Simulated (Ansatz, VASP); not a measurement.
## Zn in VASP and in Ansatz

```
Zn
1.0
     2.70849    0.00000    0.00000
    -1.35425    2.34562    0.00000
     0.00000    0.00000    5.02781
Zn
2
Direct
  0.33333 0.66667 0.25000
  0.66667 0.33333 0.75000
```

Change from the starting cell: volume scaled by 1.05.

Alike in both runs: task single point; functional PBE; k mesh 18 × 18 × 8; occupations fermi-dirac, width 0.03 eV; no spin polarisation.

```csv
,VASP,Ansatz
version,VASP 6.6.1,Ansatz 0.2.0
potentials or method,"VASP PAW PBE potentials, release 64 (Zn), cutoff 520 eV","all-electron LAPW, scalar-relativistic"
```

Ansatz gave:

| Quantity | Value |
| --- | --- |
| pressure (GPa) | -3.4 |
| traceless stress, the component that is largest in VASP (GPa) | 1.36 |

Q: Which values does VASP return?

A: Pressure (GPa): -3.1; traceless stress, the component that is largest in VASP (GPa): 1.25.

Ansatz ran all-electron here, and VASP with PAW potentials.
